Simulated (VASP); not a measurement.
# Na (I4/mmm) in VASP: single point with PBEsol

Aim: the single point of Na with PBEsol.

Everything below comes from runs of VASP 6.6.1. Logs are shortened: lines on timing, memory, paths and dates and some standing lists are left out, and cuts for length are marked.

## 1. The cell of the first run

The structure is tetragonal, space group I4/mmm (No. 139). Conventional cell: a = 3.727 Å, b = 3.727 Å, c = 5.224 Å, α = 90.00°, β = 90.00°, γ = 90.00°. Within 4.9 Å of Na (site symmetry 4/mmm) lie 12 Na at 3.71 to 3.73 Å.

## 2. Single point, PBEsol

INCAR

```
SYSTEM = Na
ALGO     = Fast           ! electronic algorithm
EDIFF    = 1E-6           ! SCF threshold, eV
ENCUT    = 520            ! plane-wave cutoff, eV
GGA      = PS             ! functional
ISIF     = 2              ! what is computed and relaxed
ISMEAR   = 0              ! smearing method
LASPH    = .TRUE.         ! aspherical terms in the spheres
LCHARG   = .FALSE.        ! write CHGCAR
LREAL    = .FALSE.        ! projectors in reciprocal space
LWAVE    = .FALSE.        ! write WAVECAR
NBANDS   = 14             ! bands
NELM     = 100            ! most SCF steps
PREC     = Accurate       ! precision mode
SIGMA    = 0.15           ! smearing width, eV
```

KPOINTS

```
k-points
0
G
  12 12 10
  0 0 0
```

POSCAR

```
Na
1.0
    0.0000000000     -3.7271439106      0.0000000000
   -3.7271439106      0.0000000000      0.0000000000
    0.0000000000      0.0000000000     -5.2241838134
Na
2
Direct
    0.5000000000      0.5000000000      0.5000000000
    0.0000000000      0.0000000000      0.0000000000
```

Potentials or basis: VASP PAW PBE potentials, release 64 (Na_pv).

Command:

```sh
> cat potpaw_PBE.64/Na_pv/POTCAR > POTCAR
> mpirun -np 1 vasp_std > vasp.out
```

OUTCAR:

```text
SYSTEM = Na
   EDIFF = 1E-6
   ENCUT = 520
   GGA = PS
   ISIF = 2
   ISMEAR = 0
   LASPH = .TRUE.
   LREAL = .FALSE.
   NELM = 100
   PREC = Accurate

 ion  position               nearest neighbor table
   1  0.500  0.500  0.500-
   2  0.000  0.000  0.000-

  LATTYP: Found a simple tetragonal cell.
 ALAT       =     3.7271439106
 C/A-ratio  =     1.4016587335

  Lattice vectors:

 A1 = (   0.0000000000,  -3.7271439106,   0.0000000000)
 A2 = (  -3.7271439106,   0.0000000000,   0.0000000000)
 A3 = (   0.0000000000,   0.0000000000,  -5.2241838134)

Analysis of symmetry for initial positions (statically):
=====================================================================
 Subroutine PRICEL returns following result:

  LATTYP: Found a body centered tetragonal cell.
 ALAT       =     3.7271439106
 C/A-ratio  =     1.4016587335

  Lattice vectors:

 A1 = (   1.8635719553,   1.8635719553,   2.6120919067)
 A2 = (  -1.8635719553,  -1.8635719553,   2.6120919067)
 A3 = (   1.8635719553,  -1.8635719553,  -2.6120919067)

   2 primitive cells build up your supercell.

 Routine SETGRP: Setting up the symmetry group for a
 simple tetragonal supercell.

 Subroutine GETGRP returns: Found 16 space group operations
 (whereof 16 operations were pure point group operations)
 out of a pool of 16 trial point group operations.

The static configuration has the point symmetry D_4h.

Analysis of symmetry for dynamics (positions and initial velocities):
=====================================================================
 Subroutine PRICEL returns following result:

  LATTYP: Found a body centered tetragonal cell.
 ALAT       =     3.7271439106
 C/A-ratio  =     1.4016587335

  Lattice vectors:

 A1 = (   1.8635719553,   1.8635719553,   2.6120919067)
 A2 = (  -1.8635719553,  -1.8635719553,   2.6120919067)
 A3 = (   1.8635719553,  -1.8635719553,  -2.6120919067)

   2 primitive cells build up your supercell.

 Routine SETGRP: Setting up the symmetry group for a
 simple tetragonal supercell.

 Subroutine GETGRP returns: Found 16 space group operations
 (whereof 16 operations were pure point group operations)
 out of a pool of 16 trial point group operations.

The dynamic configuration has the point symmetry D_4h.

 Subroutine INISYM returns: Found 16 space group operations
 (whereof 16 operations are pure point group operations),
 and found     2 'primitive' translations

----------------------------------------------------------------------------------------

                                     Primitive cell

  volume of cell :      36.2861

  direct lattice vectors                    reciprocal lattice vectors
     1.863571955  1.863571955  2.612091907     0.268301956  0.000000000  0.191417461
    -1.863571955 -1.863571955  2.612091907     0.000000000 -0.268301956  0.191417461
     1.863571955 -1.863571955 -2.612091907     0.268301956 -0.268301956  0.000000000

  length of vectors
     3.710636737  3.710636737  3.710636737     0.329585472  0.329585472  0.379436264

  position of ions in fractional coordinates (direct lattice)
     0.000000000  0.000000000  0.000000000

  ion indices of the primitive-cell ions
   primitive index   ion index
                 1           1

----------------------------------------------------------------------------------------

 KPOINTS: k-points

Automatic generation of k-mesh.
 Grid dimensions read from file:
 generate k-points for:   12   12   10

 Generating k-lattice:

  Cartesian coordinates                     Fractional coordinates (reciprocal lattice)
     0.000000000 -0.022358496  0.000000000     0.083333333  0.000000000  0.000000000
    -0.022358496  0.000000000  0.000000000     0.000000000  0.083333333  0.000000000
     0.000000000  0.000000000 -0.019141746     0.000000000  0.000000000  0.100000000

  Length of vectors
     0.022358496  0.022358496  0.019141746

  Shift w.r.t. Gamma in fractional coordinates (k-lattice)
     0.000000000  0.000000000  0.000000000

 Subroutine IBZKPT returns following result:
 ===========================================

 Found    168 irreducible k-points:

 Following reciprocal coordinates:
            Coordinates               Weight
  0.000000  0.000000  0.000000      1.000000
  0.083333  0.000000  0.000000      4.000000
  0.166667  0.000000  0.000000      4.000000
  0.250000  0.000000  0.000000      4.000000
  0.333333  0.000000  0.000000      4.000000
  0.416667  0.000000  0.000000      4.000000
[... 16 lines left out ...]
  0.333333  0.333333  0.000000      4.000000
  0.416667  0.333333  0.000000      8.000000
 [... further k-points ...]
   k-points           NKPTS =    168   k-points in BZ     NKDIM =    168   number of bands    NBANDS=     14
   number of dos      NEDOS =    301   number of ions     NIONS =      2
   total plane-waves  NPLWV =  31360
   dimension x,y,z NGX =    28 NGY =   28 NGZ =   40
   dimension x,y,z NGXF=    56 NGYF=   56 NGZF=   80
   ions per type =               2
   NGX,Y,Z   is equivalent  to a cutoff of  12.49, 12.49, 12.73 a.u.
   NGXF,Y,Z  is equivalent  to a cutoff of  24.98, 24.98, 25.46 a.u.
 SYSTEM =  Na
   PREC   = accura    normal or accurate (medium, high low for compatibility)
   ISTART =      0    job   : 0-new  1-cont  2-samecut
   ICHARG =      2    charge: 1-file 2-atom 10-const
   ISPIN  =      1    spin polarized calculation?
   LNONCOLLINEAR =      F non collinear calculations
   LSORBIT =      F    spin-orbit coupling
   LASPH  =      T    aspherical Exc in radial PAW
   ENCUT  =  520.0 eV  38.22 Ry    6.18 a.u.   6.93  6.93  9.71*2*pi/ulx,y,z
   NELM   =    100;   NELMIN=  2; NELMDL= -5     # of ELM steps
   EDIFF  = 0.1E-05   stopping-criterion for ELM
   LREAL  =      F    real-space projection
[... 7 lines left out ...]
   TEBEG  =    0.0;   TEEND  =   0.0 temperature during run
   PSTRESS=    0.0 pullay stress
   NELECT =      14.0000    total number of electrons
   NUPDOWN=      -1.0000    fix difference up-down
   EMIN   =  10.00;   EMAX   =-10.00  energy-range for DOS
   EFERMI =   0.00;   METHOD = LEGACY
   ISMEAR =     0;   SIGMA  =   0.15  broadening in eV -4-tet -1-fermi 0-gaus
   EFERMI_NEDOS =   21; number of points for ismear=-14 and -15
   IALGO  =     68    algorithm
   IMIX   =      4    mixing-type and parameters
     AMIX     =   0.40;   BMIX     =  1.00
     AMIX_MAG =   1.60;   BMIX_MAG =  1.00
  volume/ion in A,a.u.               =      36.29       244.87
  Fermi-wavevector in a.u.,A,eV,Ry     =   0.945933  1.787555 12.174358  0.894790
  Thomas-Fermi vector in A             =   2.073883
   LORBIT       =      0    0 simple, 1 ext, 2 COOP (PROOUT), +10 PAW based schemes
   GGA     = PS    functional components
   LHFCALC =     F    Hartree Fock is set to
   AEXX    =    0.0000 exact exchange contribution
   IVDW    =     0    specifies the selected vdW correction
   LEPSILON=     F    determine dielectric tensor
   LRPA    =     F    only Hartree local field effects (RPA)
 non-spin polarized calculation
 RMM-DIIS sequential band-by-band and
 Gauss-broadening in eV      SIGMA  =   0.15
  energy-cutoff  :      520.00
  volume of cell :       72.57
 maximum number of plane-waves:      1979
 NGX is ok and might be reduce to    28
   NGX = 13   NGY = 13   NGZ = 19

 number of electron      13.9999989 magnetization

 Free energy of the ion-electron system (eV)
  ---------------------------------------------------
  ext. energy  EPLUGINS =         0.00000000
  ---------------------------------------------------
  free energy    TOTEN  =        -2.80579437 eV

  energy without entropy =       -2.79482370  energy(sigma->0) =       -2.80030903

 E-fermi :   0.3631     XC(G=0):  -6.5575

 val. band max:        0.3521691975   @ k =   0.4167   0.3333   0.2000
 cond. band min:       0.3724220688   @ k =   0.4167   0.0833   0.5000
 fundamental gap:      0.0202528713
 Fermi energy:         0.3630633664

 k-point     1 :       0.0000    0.0000    0.0000
  band No.  band energies     occupation
      1     -24.4337      2.00000
      2     -24.4118      2.00000
      3     -24.4118      2.00000
      4     -24.3974      2.00000
      5     -24.3973      2.00000
      6     -24.3973      2.00000
      7      -2.9576      2.00000
      8       2.2123      0.00000
      9       2.7735      0.00000
     10       6.6375      0.00000
     11       7.5438      0.00000
     12       7.5438      0.00000
     13       9.6235      0.00000
     14      11.5820      0.00000

 k-point     2 :       0.0833    0.0000    0.0000
  band No.  band energies     occupation
      1     -24.4329      2.00000
      2     -24.4128      2.00000
      3     -24.4114      2.00000
      4     -24.3989      2.00000
      5     -24.3979      2.00000
      6     -24.3974      2.00000
      7      -2.8798      2.00000
      8       2.2796      0.00000
      9       2.8386      0.00000
     10       5.7649      0.00000
     11       7.6070      0.00000
     12       7.9392      0.00000
     13      10.3129      0.00000
     14      10.4882      0.00000

 k-point     3 :       0.1667    0.0000    0.0000
  band No.  band energies     occupation
      1     -24.4307      2.00000
      2     -24.4157      2.00000
      3     -24.4104      2.00000
      4     -24.4033      2.00000
      5     -24.3994      2.00000
      6     -24.3979      2.00000
      7      -2.6470      2.00000
      8       2.4817      0.00000
      9       2.9995      0.00000
     10       4.5131      0.00000
     11       7.7970      0.00000
     12       8.3237      0.00000
     13       9.0703      0.00000
     14       9.9143      0.00000
[... 324 lines left out ...]
 k-point    23 :       0.3333    0.3333    0.0000
  band No.  band energies     occupation
      1     -24.4279      2.00000
      2     -24.4246      2.00000
      3     -24.4172      2.00000
      4     -24.4112      2.00000
      5     -24.4081      2.00000
      6     -24.4074      2.00000
      7      -0.5248      2.00000
      8       2.6594      0.00000
      9       3.1750      0.00000
     10       4.3769      0.00000
     11       5.7103      0.00000
     12       6.2879      0.00000
     13       7.3137      0.00000
     14       8.1433      0.00000

 k-point    24 :       0.4167    0.3333    0.0000
  band No.  band energies     occupation
      1     -24.4299      2.00000
      2     -24.4282      2.00000
      3     -24.4146      2.00000
      4     -24.4107      2.00000
      5     -24.4099      2.00000
      6     -24.4087      2.00000
      7       0.1387      1.96559
      8       1.8446      0.00000
      9       3.6037      0.00000
     10       4.9865      0.00000
     11       5.2641      0.00000
     12       6.2832      0.00000
     13       6.5808      0.00000
     14       7.6862      0.00000

 [... further k-points ...]
[... 5 lines left out ...]
  --------------------------------------------------------------------------------------
  -------------------------------------------------------------------------------------
  Total       -0.0045309     -0.0045309     -0.0311401      0.0000000      0.0000000      0.0000000
  in kB       -0.1000284     -0.1000284     -0.6874801      0.0000000      0.0000000      0.0000000
  external PRESSURE =      -0.2958456 kB  Pullay stress =       0.0000000 kB

 VOLUME and BASIS-vectors are now :
 -----------------------------------------------------------------------------
  energy-cutoff  :      520.00
  volume of cell :       72.57
      direct lattice vectors                 reciprocal lattice vectors
     0.000000000 -3.727143911  0.000000000     0.000000000 -0.268301956  0.000000000
    -3.727143911  0.000000000  0.000000000    -0.268301956  0.000000000  0.000000000
     0.000000000  0.000000000 -5.224183813     0.000000000  0.000000000 -0.191417461

 POSITION                                       TOTAL-FORCE (eV/Angst)
 -----------------------------------------------------------------------------------
     -1.86357     -1.86357     -2.61209         0.000000     -0.000000      0.000000
      0.00000      0.00000      0.00000         0.000000      0.000000     -0.000000
 -----------------------------------------------------------------------------------
    total drift:                               -0.000000     -0.000000     -0.000000

  FREE ENERGIE OF THE ION-ELECTRON SYSTEM (eV)
  ---------------------------------------------------
  free  energy   TOTEN  =        -2.8057943664 eV

  energy  without entropy=       -2.7948236955  energy(sigma->0) =       -2.80030903
```

Run time: 2.9 min. Hardware: 1 thread of Intel Xeon 8259CL, shared host; peak memory 0.26 GiB.

Results:

```
Free energy            : -2.8058 eV
Pressure               : 0.0 GPa
Band gap on the k mesh : zero (bands 7 and 8 overlap by 4.91 eV)
```

Levels at points of the mesh, in eV from the Fermi level:
| k point | band 3 | band 4 | band 5 | band 6 | band 7 | band 8 | band 9 | band 10 | band 11 | band 12 |
| --- | --- | --- | --- | --- | --- | --- | --- | --- | --- | --- |
| (0.00, 0.00, 0.00) | -24.77 | -24.76 | -24.76 | -24.76 | -3.32 | 1.85 | 2.41 | 6.27 | 7.18 | 7.18 |
| (0.50, 0.00, 0.00) | -24.78 | -24.78 | -24.77 | -24.77 | -0.59 | -0.59 | 4.29 | 4.29 | 5.23 | 5.23 |
| (0.50, 0.50, 0.00) | -24.77 | -24.77 | -24.77 | -24.77 | 1.76 | 1.76 | 2.32 | 2.32 | 6.35 | 6.35 |
| (0.00, 0.00, 0.50) | -24.77 | -24.77 | -24.77 | -24.77 | -1.91 | -1.91 | 7.64 | 7.64 | 8.28 | 8.28 |
| (0.50, 0.00, 0.50) | -24.77 | -24.77 | -24.77 | -24.77 | 0.55 | 0.55 | 0.99 | 0.99 | 10.18 | 10.18 |
| (0.50, 0.50, 0.50) | -24.79 | -24.79 | -24.78 | -24.78 | 3.00 | 3.00 | 3.00 | 3.00 | 3.10 | 3.10 |

Caveat: the PAW data sets were made with another functional, which shifts forces and pressure a little.

The gap in the log of VASP goes by the Fermi energy; the results here count the filled bands.